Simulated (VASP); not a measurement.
# Mn (Im-3m) in VASP: single point with PBE

Aim: the single point of Mn with PBE.

All numbers are computed with VASP 6.6.1; they aren't measurements. Logs are shortened: lines on timing, memory, paths and dates and some standing lists are left out, and cuts for length are marked.

**1. The cell of the first run**

It takes space group Im-3m (No. 229, cubic). Conventional cell: a = 3.097 Å, b = 3.097 Å, c = 3.097 Å, α = 90.00°, β = 90.00°, γ = 90.00°. Mn (site symmetry m-3m) has 14 Mn at 2.68 to 3.10 Å within 3.5 Å.

**2. Single point, PBE**

The input, INCAR:

```
PREC = Accurate ; ENCUT = 500
EDIFF = 1E-6 ; ISMEAR = -1
SIGMA = 0.1 ; LREAL = F
LASPH = T ; NELM = 120
ALGO = Normal ; ISIF = 2
LWAVE = F ; LCHARG = T
GGA = PE ; LELF = T
LVHAR = T ; NBANDS = 12
GGA_COMPAT = F
```

The input, KPOINTS:

```
regular mesh
0
Gamma
  15 15 15
```

The input, POSCAR:

```
Mn
1.0
   -1.5485800000      1.5485800000      1.5485800000
    1.5485800000     -1.5485800000      1.5485800000
    1.5485800000      1.5485800000     -1.5485800000
Mn
1
Direct
    0.0000000000      0.0000000000      0.0000000000
```

Potentials or basis: VASP PAW PBE potentials, release 64 (Mn_pv).

Launch:

```
> cat potpaw_PBE.64/Mn_pv/POTCAR > POTCAR
> mpirun -np 1 vasp_std > vasp.out
```

OUTCAR:

```text
PREC = Accurate
   ENCUT = 500
   EDIFF = 1E-6
   ISMEAR = -1
   LREAL = F
   LASPH = T
   NELM = 120
   ISIF = 2
   GGA = PE

 ion  position               nearest neighbor table
   1  0.000  0.000  0.000-

  LATTYP: Found a body centered cubic cell.
 ALAT       =     3.0971600000

  Lattice vectors:

 A1 = (  -1.5485800000,   1.5485800000,   1.5485800000)
 A2 = (   1.5485800000,  -1.5485800000,   1.5485800000)
 A3 = (   1.5485800000,   1.5485800000,  -1.5485800000)

Analysis of symmetry for initial positions (statically):
=====================================================================
 Subroutine PRICEL returns:
 Original cell was already a primitive cell.

 Routine SETGRP: Setting up the symmetry group for a
 body centered cubic supercell.

 Subroutine GETGRP returns: Found 48 space group operations
 (whereof 48 operations were pure point group operations)
 out of a pool of 48 trial point group operations.

The static configuration has the point symmetry O_h .

Analysis of symmetry for dynamics (positions and initial velocities):
=====================================================================
 Subroutine PRICEL returns:
 Original cell was already a primitive cell.

 Routine SETGRP: Setting up the symmetry group for a
 body centered cubic supercell.

 Subroutine GETGRP returns: Found 48 space group operations
 (whereof 48 operations were pure point group operations)
 out of a pool of 48 trial point group operations.

The dynamic configuration has the point symmetry O_h .

 Subroutine INISYM returns: Found 48 space group operations
 (whereof 48 operations are pure point group operations),
 and found     1 'primitive' translations

----------------------------------------------------------------------------------------

                                     Primitive cell

  volume of cell :      14.8546

  direct lattice vectors                    reciprocal lattice vectors
    -1.548580000  1.548580000  1.548580000     0.000000000  0.322876442  0.322876442
     1.548580000 -1.548580000  1.548580000     0.322876442  0.000000000  0.322876442
     1.548580000  1.548580000 -1.548580000     0.322876442  0.322876442  0.000000000

  length of vectors
     2.682219240  2.682219240  2.682219240     0.456616243  0.456616243  0.456616243

  position of ions in fractional coordinates (direct lattice)
     0.000000000  0.000000000  0.000000000

  ion indices of the primitive-cell ions
   primitive index   ion index
                 1           1

----------------------------------------------------------------------------------------

 KPOINTS: regular mesh

Automatic generation of k-mesh.
 Grid dimensions read from file:
 generate k-points for:   15   15   15

 Generating k-lattice:

  Cartesian coordinates                     Fractional coordinates (reciprocal lattice)
     0.000000000  0.021525096  0.021525096     0.066666667  0.000000000  0.000000000
     0.021525096  0.000000000  0.021525096     0.000000000  0.066666667  0.000000000
     0.021525096  0.021525096  0.000000000     0.000000000  0.000000000  0.066666667

  Length of vectors
     0.030441083  0.030441083  0.030441083

  Shift w.r.t. Gamma in fractional coordinates (k-lattice)
     0.000000000  0.000000000  0.000000000

 Subroutine IBZKPT returns following result:
 ===========================================

 Found    120 irreducible k-points:

 Following reciprocal coordinates:
            Coordinates               Weight
  0.000000  0.000000  0.000000      1.000000
  0.066667  0.000000  0.000000     12.000000
  0.133333  0.000000  0.000000     12.000000
  0.200000  0.000000  0.000000     12.000000
  0.266667  0.000000  0.000000     12.000000
  0.333333  0.000000  0.000000     12.000000
[... 16 lines left out ...]
  0.333333  0.200000  0.000000     48.000000
  0.400000  0.200000  0.000000     24.000000
 [... further k-points ...]
   k-points           NKPTS =    120   k-points in BZ     NKDIM =    120   number of bands    NBANDS=     12
   number of dos      NEDOS =    301   number of ions     NIONS =      1
   total plane-waves  NPLWV =   8000
   dimension x,y,z NGX =    20 NGY =   20 NGZ =   20
   dimension x,y,z NGXF=    40 NGYF=   40 NGZF=   40
   ions per type =               1
   NGX,Y,Z   is equivalent  to a cutoff of  12.40, 12.40, 12.40 a.u.
   NGXF,Y,Z  is equivalent  to a cutoff of  24.79, 24.79, 24.79 a.u.
 SYSTEM =  unknown system
   PREC   = accura    normal or accurate (medium, high low for compatibility)
   ISTART =      0    job   : 0-new  1-cont  2-samecut
   ICHARG =      2    charge: 1-file 2-atom 10-const
   ISPIN  =      1    spin polarized calculation?
   LNONCOLLINEAR =      F non collinear calculations
   LSORBIT =      F    spin-orbit coupling
   LASPH  =      T    aspherical Exc in radial PAW
   ENCUT  =  500.0 eV  36.75 Ry    6.06 a.u.   4.89  4.89  4.89*2*pi/ulx,y,z
   NELM   =    120;   NELMIN=  2; NELMDL= -5     # of ELM steps
   EDIFF  = 0.1E-05   stopping-criterion for ELM
   LREAL  =      F    real-space projection
[... 7 lines left out ...]
   TEBEG  =    0.0;   TEEND  =   0.0 temperature during run
   PSTRESS=    0.0 pullay stress
   NELECT =      13.0000    total number of electrons
   NUPDOWN=      -1.0000    fix difference up-down
   EMIN   =  10.00;   EMAX   =-10.00  energy-range for DOS
   EFERMI =   0.00;   METHOD = LEGACY
   ISMEAR =    -1;   SIGMA  =   0.10  broadening in eV -4-tet -1-fermi 0-gaus
   EFERMI_NEDOS =   21; number of points for ismear=-14 and -15
   IALGO  =     38    algorithm
   IMIX   =      4    mixing-type and parameters
     AMIX     =   0.40;   BMIX     =  1.00
     AMIX_MAG =   1.60;   BMIX_MAG =  1.00
  volume/ion in A,a.u.               =      14.85       100.24
  Fermi-wavevector in a.u.,A,eV,Ry     =   1.565918  2.959156 33.362828  2.452099
  Thomas-Fermi vector in A             =   2.668323
   LORBIT       =      0    0 simple, 1 ext, 2 COOP (PROOUT), +10 PAW based schemes
   GGA     = PE    functional components
   LHFCALC =     F    Hartree Fock is set to
   AEXX    =    0.0000 exact exchange contribution
   IVDW    =     0    specifies the selected vdW correction
   LEPSILON=     F    determine dielectric tensor
   LRPA    =     F    only Hartree local field effects (RPA)
 non-spin polarized calculation
  energy-cutoff  :      500.00
  volume of cell :       14.85
 maximum number of plane-waves:       394
   NGX =  9   NGY =  9   NGZ =  9

 number of electron      13.0000004 magnetization

 Free energy of the ion-electron system (eV)
  ---------------------------------------------------
  ext. energy  EPLUGINS =         0.00000000
  ---------------------------------------------------
  free energy    TOTEN  =        -8.15327057 eV

  energy without entropy =       -8.04188575  energy(sigma->0) =       -8.09757816

 E-fermi :   6.7391     XC(G=0): -12.1724

 val. band max:        6.7296241993   @ k =  -0.2667   0.2667   0.2000
 cond. band min:       6.7415406051   @ k =  -0.4000  -0.4667   0.1333
 fundamental gap:      0.0119164058
 Fermi energy:         6.7390738499

 k-point     1 :       0.0000    0.0000    0.0000
  band No.  band energies     occupation
      1     -41.2466      2.00000
      2     -41.2466      2.00000
      3     -41.2466      2.00000
      4      -0.2958      2.00000
      5       5.7311      1.99992
      6       5.7311      1.99992
      7       5.7311      1.99992
      8       6.9819      0.16205
      9       6.9819      0.16205
     10      27.8049      0.00000
     11      27.8049      0.00000
     12      27.8049      0.00000

 k-point     2 :       0.0667    0.0000    0.0000
  band No.  band energies     occupation
      1     -41.2578      2.00000
      2     -41.2504      2.00000
      3     -41.2466      2.00000
      4      -0.1427      2.00000
      5       5.6890      1.99994
      6       5.7259      1.99992
      7       5.8111      1.99981
      8       6.9388      0.23896
      9       6.9851      0.15737
     10      26.9157      0.00000
     11      27.6146      0.00000
     12      27.7369      0.00000

 k-point     3 :       0.1333    0.0000    0.0000
  band No.  band energies     occupation
      1     -41.2892      2.00000
      2     -41.2611      2.00000
      3     -41.2464      2.00000
      4       0.3060      2.00000
      5       5.5714      1.99998
      6       5.6950      1.99994
      7       6.0432      1.99810
      8       6.8453      0.51364
      9       6.9959      0.14246
     10      24.8054      0.00000
     11      26.8593      0.00000
     12      27.5717      0.00000
[... 286 lines left out ...]
 k-point    23 :       0.3333    0.2000    0.0000
  band No.  band energies     occupation
      1     -41.4653      2.00000
      2     -41.3586      2.00000
      3     -41.2709      2.00000
      4       3.9716      2.00000
      5       4.8785      2.00000
      6       5.4628      1.99999
      7       6.8993      0.33526
      8       7.2623      0.01063
      9       9.6699      0.00000
     10      14.2928      0.00000
     11      17.6610      0.00000
     12      23.0483      0.00000

 k-point    24 :       0.4000    0.2000    0.0000
  band No.  band energies     occupation
      1     -41.4694      2.00000
      2     -41.3659      2.00000
      3     -41.2713      2.00000
      4       4.0124      2.00000
      5       4.8713      2.00000
      6       5.5730      1.99998
      7       6.9309      0.25610
      8       7.2971      0.00752
      9      10.3625      0.00000
     10      13.2126      0.00000
     11      17.4895      0.00000
     12      22.8884      0.00000

 [... further k-points ...]

------------------------ aborting loop because EDIFF is reached ----------------------------------------

  FORCE on cell =-STRESS in cart. coord.  units (eV):
  Direction    XX          YY          ZZ          XY          YZ          ZX
  --------------------------------------------------------------------------------------
  -------------------------------------------------------------------------------------
  Total       -3.9149062     -3.9149062     -3.9149062     -0.0000000     -0.0000000      0.0000000
  in kB     -422.2513149   -422.2513149   -422.2513149     -0.0000000     -0.0000000      0.0000000
  external PRESSURE =    -422.2513149 kB  Pullay stress =       0.0000000 kB

 VOLUME and BASIS-vectors are now :
 -----------------------------------------------------------------------------
  energy-cutoff  :      500.00
  volume of cell :       14.85
      direct lattice vectors                 reciprocal lattice vectors
    -1.548580000  1.548580000  1.548580000     0.000000000  0.322876442  0.322876442
     1.548580000 -1.548580000  1.548580000     0.322876442  0.000000000  0.322876442
     1.548580000  1.548580000 -1.548580000     0.322876442  0.322876442  0.000000000

 POSITION                                       TOTAL-FORCE (eV/Angst)
 -----------------------------------------------------------------------------------
      0.00000      0.00000      0.00000         0.000000      0.000000      0.000000
 -----------------------------------------------------------------------------------
    total drift:                                0.000000     -0.000000      0.000000

  FREE ENERGIE OF THE ION-ELECTRON SYSTEM (eV)
  ---------------------------------------------------
  free  energy   TOTEN  =        -8.1532705655 eV

  energy  without entropy=       -8.0418857486  energy(sigma->0) =       -8.09757816
```

Run time: 17 s. Hardware: 1 thread of AMD EPYC 7R43 (Zen 3), shared host; peak memory 0.1 GiB.

Results:

```yaml
Free_energy: -8.1533 eV
Pressure: -42.2 GPa
```

Levels at points of the mesh, in eV from the Fermi level:
| k point | band 2 | band 3 | band 4 | band 5 | band 6 | band 7 | band 8 | band 9 | band 10 | band 11 |
| --- | --- | --- | --- | --- | --- | --- | --- | --- | --- | --- |
| (0.00, 0.00, 0.00) | -47.99 | -47.99 | -7.03 | -1.01 | -1.01 | -1.01 | 0.24 | 0.24 | 21.07 | 21.07 |

Caveat: the run has no spin polarisation, though such a crystal can be magnetic. Spin polarisation is off, so any magnetic state and its effect on volume and gap are missing.
